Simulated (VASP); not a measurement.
# Si (Fm-3m) in VASP: a series of runs

Runs on Si. Level: PBE. Tasks: single point, relaxation of cell and atoms.

Everything below comes from runs of VASP 6.6.1. Logs are shortened: lines on timing, memory, paths and dates and some standing lists are left out, and cuts for length are marked.

## 1. The cell of the first run

It takes space group Fm-3m (No. 225, cubic). Conventional cell: a = 3.468 Å, b = 3.468 Å, c = 3.468 Å, α = 90.00°, β = 90.00°, γ = 90.00°. Within 3.2 Å of Si (site symmetry m-3m) lie 12 Si at 2.45 Å.

## 2. Single point, PBE

INCAR reads:

```
SYSTEM = Si
PREC = Accurate ; ENCUT = 520
EDIFF = 1E-6 ; ISMEAR = -1
SIGMA = 0.1 ; LREAL = .FALSE.
LASPH = .TRUE. ; NELM = 100
ALGO = Normal ; ISIF = 2
LWAVE = .FALSE. ; LCHARG = .FALSE.
GGA = PE ; NBANDS = 8
```

KPOINTS reads:

```
Automatic mesh
0
G
  18 18 18
  0 0 0
```

POSCAR reads:

```
Si
1.0
    0.0000000000      1.7339375617      1.7339375617
    1.7339375617      0.0000000000      1.7339375617
    1.7339375617      1.7339375617      0.0000000000
Si
1
Direct
    0.0000000000      0.0000000000      0.0000000000
```

Potentials or basis: VASP PAW PBE potentials, release 64 (Si).

On the command line:

```sh
cat potpaw_PBE.64/Si/POTCAR > POTCAR
mpirun -np 1 vasp_std > vasp.out
```

OUTCAR:

```text
SYSTEM = Si
   PREC = Accurate
   ENCUT = 520
   EDIFF = 1E-6
   ISMEAR = -1
   LREAL = .FALSE.
   LASPH = .TRUE.
   NELM = 100
   ISIF = 2
   GGA = PE

 ion  position               nearest neighbor table
   1  0.000  0.000  0.000-

  LATTYP: Found a face centered cubic cell.
 ALAT       =     3.4678751234

  Lattice vectors:

 A1 = (   0.0000000000,   1.7339375617,   1.7339375617)
 A2 = (   1.7339375617,   0.0000000000,   1.7339375617)
 A3 = (   1.7339375617,   1.7339375617,   0.0000000000)

Analysis of symmetry for initial positions (statically):
=====================================================================
 Subroutine PRICEL returns:
 Original cell was already a primitive cell.

 Routine SETGRP: Setting up the symmetry group for a
 face centered cubic supercell.

 Subroutine GETGRP returns: Found 48 space group operations
 (whereof 48 operations were pure point group operations)
 out of a pool of 48 trial point group operations.

The static configuration has the point symmetry O_h .

Analysis of symmetry for dynamics (positions and initial velocities):
=====================================================================
 Subroutine PRICEL returns:
 Original cell was already a primitive cell.

 Routine SETGRP: Setting up the symmetry group for a
 face centered cubic supercell.

 Subroutine GETGRP returns: Found 48 space group operations
 (whereof 48 operations were pure point group operations)
 out of a pool of 48 trial point group operations.

The dynamic configuration has the point symmetry O_h .

 Subroutine INISYM returns: Found 48 space group operations
 (whereof 48 operations are pure point group operations),
 and found     1 'primitive' translations

----------------------------------------------------------------------------------------

                                     Primitive cell

  volume of cell :      10.4263

  direct lattice vectors                    reciprocal lattice vectors
     0.000000000  1.733937562  1.733937562    -0.288361018  0.288361018  0.288361018
     1.733937562  0.000000000  1.733937562     0.288361018 -0.288361018  0.288361018
     1.733937562  1.733937562  0.000000000     0.288361018  0.288361018 -0.288361018

  length of vectors
     2.452158016  2.452158016  2.452158016     0.499455934  0.499455934  0.499455934

  position of ions in fractional coordinates (direct lattice)
     0.000000000  0.000000000  0.000000000

  ion indices of the primitive-cell ions
   primitive index   ion index
                 1           1

----------------------------------------------------------------------------------------

 KPOINTS: Automatic mesh

Automatic generation of k-mesh.
 Grid dimensions read from file:
 generate k-points for:   18   18   18

 Generating k-lattice:

  Cartesian coordinates                     Fractional coordinates (reciprocal lattice)
    -0.016020057  0.016020057  0.016020057     0.055555556  0.000000000  0.000000000
     0.016020057 -0.016020057  0.016020057     0.000000000  0.055555556  0.000000000
     0.016020057  0.016020057 -0.016020057     0.000000000  0.000000000  0.055555556

  Length of vectors
     0.027747552  0.027747552  0.027747552

  Shift w.r.t. Gamma in fractional coordinates (k-lattice)
     0.000000000  0.000000000  0.000000000

 Subroutine IBZKPT returns following result:
 ===========================================

 Found    195 irreducible k-points:

 Following reciprocal coordinates:
            Coordinates               Weight
  0.000000  0.000000  0.000000      1.000000
  0.055556  0.000000  0.000000      8.000000
  0.111111  0.000000  0.000000      8.000000
  0.166667  0.000000  0.000000      8.000000
  0.222222  0.000000  0.000000      8.000000
  0.277778  0.000000  0.000000      8.000000
[... 16 lines left out ...]
 -0.277778  0.055556  0.000000     24.000000
 -0.222222  0.055556  0.000000     24.000000
 [... further k-points ...]
   k-points           NKPTS =    195   k-points in BZ     NKDIM =    195   number of bands    NBANDS=      8
   number of dos      NEDOS =    301   number of ions     NIONS =      1
   total plane-waves  NPLWV =   5832
   dimension x,y,z NGX =    18 NGY =   18 NGZ =   18
   dimension x,y,z NGXF=    36 NGYF=   36 NGZF=   36
   ions per type =               1
   NGX,Y,Z   is equivalent  to a cutoff of  12.20, 12.20, 12.20 a.u.
   NGXF,Y,Z  is equivalent  to a cutoff of  24.41, 24.41, 24.41 a.u.
 SYSTEM =  Si
   PREC   = accura    normal or accurate (medium, high low for compatibility)
   ISTART =      0    job   : 0-new  1-cont  2-samecut
   ICHARG =      2    charge: 1-file 2-atom 10-const
   ISPIN  =      1    spin polarized calculation?
   LNONCOLLINEAR =      F non collinear calculations
   LSORBIT =      F    spin-orbit coupling
   LASPH  =      T    aspherical Exc in radial PAW
   ENCUT  =  520.0 eV  38.22 Ry    6.18 a.u.   4.56  4.56  4.56*2*pi/ulx,y,z
   NELM   =    100;   NELMIN=  2; NELMDL= -5     # of ELM steps
   EDIFF  = 0.1E-05   stopping-criterion for ELM
   LREAL  =      F    real-space projection
   EDIFFG = 0.1E-04   stopping-criterion for IOM
   NSW    =      0    number of steps for IOM
   IBRION =     -1    ionic relax: 0-MD 1-quasi-New 2-CG
   NFREE  =      0    steps in history (QN), initial steepest desc. (CG)
   ISIF   =      2    stress and relaxation
   ISYM   =      2    0-nonsym 1-usesym 2-fastsym
   POTIM  = 0.5000    time-step for ionic-motion
   TEBEG  =    0.0;   TEEND  =   0.0 temperature during run
   PSTRESS=    0.0 pullay stress
   NELECT =       4.0000    total number of electrons
   NUPDOWN=      -1.0000    fix difference up-down
   EMIN   =  10.00;   EMAX   =-10.00  energy-range for DOS
   EFERMI =   0.00;   METHOD = LEGACY
   ISMEAR =    -1;   SIGMA  =   0.10  broadening in eV -4-tet -1-fermi 0-gaus
   EFERMI_NEDOS =   21; number of points for ismear=-14 and -15
   IALGO  =     38    algorithm
   IMIX   =      4    mixing-type and parameters
     AMIX     =   0.40;   BMIX     =  1.00
     AMIX_MAG =   1.60;   BMIX_MAG =  1.00
  volume/ion in A,a.u.               =      10.43        70.36
  Fermi-wavevector in a.u.,A,eV,Ry     =   1.189555  2.247934 19.252819  1.415042
  Thomas-Fermi vector in A             =   2.325660
   LORBIT       =      0    0 simple, 1 ext, 2 COOP (PROOUT), +10 PAW based schemes
   GGA     = PE    functional components
   LHFCALC =     F    Hartree Fock is set to
   AEXX    =    0.0000 exact exchange contribution
   IVDW    =     0    specifies the selected vdW correction
   LEPSILON=     F    determine dielectric tensor
   LRPA    =     F    only Hartree local field effects (RPA)
 non-spin polarized calculation
  energy-cutoff  :      520.00
  volume of cell :       10.43
 maximum number of plane-waves:       295
   NGX =  9   NGY =  9   NGZ =  9

 number of electron       4.0000000 magnetization

 Free energy of the ion-electron system (eV)
  ---------------------------------------------------
  ext. energy  EPLUGINS =         0.00000000
  ---------------------------------------------------
  free energy    TOTEN  =        -4.37496711 eV

  energy without entropy =       -4.36335797  energy(sigma->0) =       -4.36916254

 E-fermi :  15.2206     XC(G=0): -12.5707

 val. band max:       15.2047706852   @ k =   0.5000   0.3889   0.1111
 cond. band min:      15.2275290468   @ k =  -0.4444   0.4444   0.0556
 fundamental gap:      0.0227583616
 Fermi energy:        15.2206006911

 k-point     1 :       0.0000    0.0000    0.0000
  band No.  band energies     occupation
      1      -2.7441      2.00000
      2      28.3902      0.00000
      3      28.3902      0.00000
      4      28.3902      0.00000
      5      30.8168      0.00000
      6      30.8168      0.00000
      7      30.8168      0.00000
      8      34.5218      0.00000

 k-point     2 :       0.0556    0.0000    0.0000
  band No.  band energies     occupation
      1      -2.6323      2.00000
      2      26.5609      0.00000
      3      28.0570      0.00000
      4      28.0570      0.00000
      5      31.3185      0.00000
      6      31.3185      0.00000
      7      31.5760      0.00000
      8      35.5593      0.00000

 k-point     3 :       0.1111    0.0000    0.0000
  band No.  band energies     occupation
      1      -2.2974      2.00000
      2      23.7018      0.00000
      3      27.4557      0.00000
      4      27.4557      0.00000
      5      31.8214      0.00000
      6      32.3796      0.00000
      7      32.3796      0.00000
      8      35.4306      0.00000

 k-point     4 :       0.1667    0.0000    0.0000
  band No.  band energies     occupation
      1      -1.7408      2.00000
      2      20.7807      0.00000
      3      26.9086      0.00000
      4      26.9086      0.00000
      5      31.7110      0.00000
      6      33.0526      0.00000
      7      33.0526      0.00000
      8      34.7288      0.00000

 k-point     5 :       0.2222    0.0000    0.0000
  band No.  band energies     occupation
      1      -0.9647      2.00000
      2      17.9431      0.00000
      3      26.5011      0.00000
      4      26.5011      0.00000
      5      31.5561      0.00000
      6      32.0281      0.00000
      7      32.0281      0.00000
      8      35.9744      0.00000
[... 177 lines left out ...]
 k-point    22 :      -0.3333    0.0556    0.0000
  band No.  band energies     occupation
      1       1.7773      2.00000
      2      11.9657      2.00000
      3      24.0583      0.00000
      4      27.7927      0.00000
      5      27.8122      0.00000
      6      29.8387      0.00000
      7      32.3297      0.00000
      8      36.1969      0.00000

 k-point    23 :      -0.2778    0.0556    0.0000
  band No.  band energies     occupation
      1       0.5034      2.00000
      2      14.4523      1.99908
      3      24.0786      0.00000
      4      27.7975      0.00000
      5      28.9459      0.00000
      6      30.9696      0.00000
      7      32.2190      0.00000
      8      37.0550      0.00000

 k-point    24 :      -0.2222    0.0556    0.0000
  band No.  band energies     occupation
      1      -0.5597      2.00000
      2      17.0971      0.00000
      3      24.2855      0.00000
      4      27.9592      0.00000
      5      30.2376      0.00000
      6      32.1206      0.00000
      7      32.3539      0.00000
      8      35.1616      0.00000

 [... further k-points ...]
[... 5 lines left out ...]
  --------------------------------------------------------------------------------------
  -------------------------------------------------------------------------------------
  Total        3.5562927      3.5562927      3.5562927      0.0000000      0.0000000     -0.0000000
  in kB      546.4843429    546.4843429    546.4843429      0.0000000      0.0000000     -0.0000000
  external PRESSURE =     546.4843429 kB  Pullay stress =       0.0000000 kB

 VOLUME and BASIS-vectors are now :
 -----------------------------------------------------------------------------
  energy-cutoff  :      520.00
  volume of cell :       10.43
      direct lattice vectors                 reciprocal lattice vectors
     0.000000000  1.733937562  1.733937562    -0.288361018  0.288361018  0.288361018
     1.733937562  0.000000000  1.733937562     0.288361018 -0.288361018  0.288361018
     1.733937562  1.733937562  0.000000000     0.288361018  0.288361018 -0.288361018

 POSITION                                       TOTAL-FORCE (eV/Angst)
 -----------------------------------------------------------------------------------
      0.00000      0.00000      0.00000         0.000000     -0.000000      0.000000
 -----------------------------------------------------------------------------------
    total drift:                                0.000000     -0.000000     -0.000000

  FREE ENERGIE OF THE ION-ELECTRON SYSTEM (eV)
  ---------------------------------------------------
  free  energy   TOTEN  =        -4.3749671062 eV

  energy  without entropy=       -4.3633579724  energy(sigma->0) =       -4.36916254
```

Run time: 7.8 s. Hardware: 1 thread of Intel Xeon 6975P-C (Granite Rapids), shared host; peak memory 0.12 GiB.

Results:

```
Free energy            : -4.3750 eV
Pressure               : 54.6 GPa
Band gap on the k mesh : zero (band 2 reaches 28.39 eV, above the bottom of band 3 at 11.79 eV)
```

Levels at points of the mesh, in eV from the Fermi level:
| k point | band 1 | band 2 | band 3 | band 4 | band 5 | band 6 | band 7 |
| --- | --- | --- | --- | --- | --- | --- | --- |
| (0.00, 0.00, 0.00) | -17.96 | 13.17 | 13.17 | 13.17 | 15.60 | 15.60 | 15.60 |
| (0.50, 0.00, 0.00) | -9.40 | -8.85 | 11.75 | 11.75 | 11.94 | 11.94 | 17.48 |
| (0.50, 0.50, 0.00) | -7.21 | -5.12 | 3.57 | 4.21 | 4.21 | 9.47 | 29.68 |

## 3. Single point, PBE

INCAR reads:

```
PREC = Accurate
ENCUT = 520
EDIFF = 1E-6
ISMEAR = -1
SIGMA = 0.1
LREAL = False
LASPH = True
NELM = 80
ALGO = Normal
ISIF = 2
LWAVE = False
LCHARG = False
GGA = PE
NBANDS = 8
```

KPOINTS reads:

```
regular mesh
0
Gamma
  18 18 18
```

POSCAR reads:

```
Si
1.0
    0.0000000000      1.7340197940      1.7340197940
    1.7340197940      0.0000000000      1.7340197940
    1.7340197940      1.7340197940      0.0000000000
Si
1
Direct
    0.0000000000      0.0000000000      0.0000000000
```

Potentials or basis: VASP PAW PBE potentials, release 64 (Si).

On the command line:

```sh
cat potpaw_PBE.64/Si/POTCAR > POTCAR
mpirun -np 1 vasp_std > vasp.out
```

Wall time 8.4 s (1 thread of Intel Xeon 6975P-C (Granite Rapids), shared host); peak memory 0.11 GiB.

Results (log left out):

* Free energy: -4.3755 eV
* Pressure: 54.6 GPa
* Band gap on the k mesh: zero (band 2 reaches 28.39 eV, above the bottom of band 3 at 11.79 eV)

Levels at points of the mesh, in eV from the Fermi level:
```
           k point  band 1  band 2  band 3  band 4  band 5  band 6  band 7
(0.00, 0.00, 0.00)  -17.96   13.17   13.17   13.17   15.59   15.59   15.59
(0.50, 0.00, 0.00)   -9.40   -8.85   11.75   11.75   11.94   11.94   17.48
(0.50, 0.50, 0.00)   -7.20   -5.12    3.57    4.21    4.21    9.46   29.67
```

## 4. Relaxation of cell and atoms, PBE, target pressure 55 GPa, at which the enthalpy is minimised

INCAR reads:

```
PREC = Accurate ; ENCUT = 600
EDIFF = 1E-6 ; ISMEAR = -1
SIGMA = 0.1 ; LREAL = F
LASPH = T ; NELM = 60
ALGO = Normal ; ISIF = 3
LWAVE = F ; LCHARG = F
GGA = PE ; IBRION = 2
NSW = 60 ; EDIFFG = -0.005
PSTRESS = 550.0
```

KPOINTS is that of step 3.

POSCAR reads:

```
Si
1.0
    0.0000000000      1.7334566104      1.7334566104
    1.7334566104      0.0000000000      1.7334566104
    1.7334566104      1.7334566104      0.0000000000
Si
1
Direct
    0.0000000000      0.0000000000      0.0000000000
```

On the command line:

```sh
cat potpaw_PBE.64/Si/POTCAR > POTCAR
mpirun -np 1 vasp_std > vasp.out
```

It took 18 s on 1 thread of AMD EPYC 7R43 (Zen 3), shared host; peak memory 0.09 GiB.

Results (log left out):

| Property | Result |
| --- | --- |
| Free energy | -4.3708 eV |
| Relaxed volume | 10.41 Å³/atom |
| Relaxed cell | a = 2.451 Å, b = 2.451 Å, c = 2.451 Å, α = 60.00°, β = 60.00°, γ = 60.00° |
| Space group after relaxing (to 0.05 Å) | Fm-3m (No. 225) |
| Energy change on relaxing (the enthalpy is what falls) | +1.3 meV/atom |
| Ionic steps | 3 |
| Pressure after relaxing | 55.0 GPa |
| Band gap on the k mesh | zero (band 2 reaches 28.42 eV, above the bottom of band 3 at 11.82 eV) |

Step by step:
```csv
step,energy change (eV),largest force (eV/Å),pressure (GPa),volume (Å³)
1,0.0000,0.0000,54.90,10.42
2,0.0033,0.0000,55.14,10.41
3,0.0013,0.0000,55.02,10.41
```

Final structure:
```yaml
crystal:
  lattice:
    - [0.00000, 1.73324, 1.73324]
    - [1.73324, 0.00000, 1.73324]
    - [1.73324, 1.73324, 0.00000]
  atoms:
    - { symbol: Si, position: [0.00000, 0.00000, 0.00000] }
```

Levels at points of the mesh, in eV from the Fermi level:
| k point | band 1 | band 2 | band 3 | band 4 | band 5 | band 6 |
| --- | --- | --- | --- | --- | --- | --- |
| (0.00, 0.00, 0.00) | -17.98 | 13.18 | 13.18 | 13.18 | 15.62 | 15.62 |
| (0.50, 0.00, 0.00) | -9.41 | -8.86 | 11.76 | 11.76 | 11.95 | 11.95 |
| (0.50, 0.50, 0.00) | -7.21 | -5.12 | 3.57 | 4.22 | 4.22 | 9.48 |

Caveat: the cell is relaxed towards a set pressure, so the enthalpy falls and the energy may rise.

## 5. Relaxation of cell and atoms, PBE, target pressure 55 GPa, at which the enthalpy is minimised

INCAR reads:

```
  PREC = Accurate
  ENCUT = 600
  EDIFF = 1E-7
  ISMEAR = -1
  SIGMA = 0.1
  LREAL = F
  LASPH = T
  NELM = 60
  ALGO = Normal
  ISIF = 3
  LWAVE = F
  LCHARG = F
  GGA = PE
  IBRION = 2
  NSW = 32
  EDIFFG = -0.005
  PSTRESS = 550.0
```

KPOINTS reads:

```
Automatic mesh
0
Gamma
  18 18 18
```

POSCAR reads:

```
Si
1.0
    0.0000000000      1.7339375617      1.7339375617
    1.7339375617      0.0000000000      1.7339375617
    1.7339375617      1.7339375617      0.0000000000
Si
1
Direct
    0.0000000000      0.0000000000      0.0000000000
```

On the command line:

```sh
cat potpaw_PBE.64/Si/POTCAR > POTCAR
mpirun -np 1 vasp_std > vasp.out
```

Run time: 29 s. Hardware: 1 thread of AMD EPYC 7R43 (Zen 3), shared host; peak memory 0.09 GiB.

It converged, with:

```
Free energy                                            : -4.3708 eV
Relaxed volume                                         : 10.41 Å³/atom
Relaxed cell                                           : a = 2.451 Å, b = 2.451 Å, c = 2.451 Å, α = 60.00°, β = 60.00°, γ = 60.00°
Space group after relaxing (to 0.05 Å)                 : Fm-3m (No. 225)
Energy change on relaxing (the enthalpy is what falls) : +4.3 meV/atom
Ionic steps                                            : 3
Pressure after relaxing                                : 55.0 GPa
Band gap on the k mesh                                 : zero (band 2 reaches 28.42 eV, above the bottom of band 3 at 11.82 eV)
```

Step by step:
```
step  energy change (eV)  largest force (eV/Å)  pressure (GPa)  volume (Å³)
   1              0.0000                0.0000           54.66        10.43
   2              0.0114                0.0000           55.59        10.39
   3              0.0043                0.0000           55.01        10.41
```

Final structure:
```
CELL_PARAMETERS angstrom
0.00000 1.73324 1.73324
1.73324 0.00000 1.73324
1.73324 1.73324 0.00000
ATOMIC_POSITIONS crystal
Si 0.00000 0.00000 0.00000
```

Levels at points of the mesh, in eV from the Fermi level:
| k point | band 1 | band 2 | band 3 | band 4 | band 5 |
| --- | --- | --- | --- | --- | --- |
| (0.00, 0.00, 0.00) | -17.98 | 13.18 | 13.18 | 13.18 | 15.62 |
| (0.50, 0.00, 0.00) | -9.41 | -8.86 | 11.76 | 11.76 | 11.95 |
| (0.50, 0.50, 0.00) | -7.21 | -5.12 | 3.57 | 4.22 | 4.22 |

Caveat: the cell is relaxed towards a set pressure, so the enthalpy falls and the energy may rise.

## 6. Overview

| task | cell | cutoff (eV) | gap on the mesh (eV) | pressure (GPa) |
| --- | --- | --- | --- | --- |
| single point | a = 2.452 Å, angles 60.0°, 1 atom | 520 | none | 54.6 |
| relaxation of cell and atoms | relaxed to 55 GPa from a = 2.451 Å, angles 60.0°, 1 atom | 600 | none | 55.0 |
| relaxation of cell and atoms | relaxed to 55 GPa from a = 2.452 Å, angles 60.0°, 1 atom | 600 | none | 55.0 |

Alike in all rows: level PBE; potentials or basis VASP PAW PBE potentials, release 64 (Si); no spin polarisation; k mesh 18 × 18 × 18; smearing fermi-dirac 0.1 eV.

Caveats: the cell is relaxed towards a set pressure, so the enthalpy falls and the energy may rise (some runs).

Absolute energies hang on the potentials; compare differences alone.
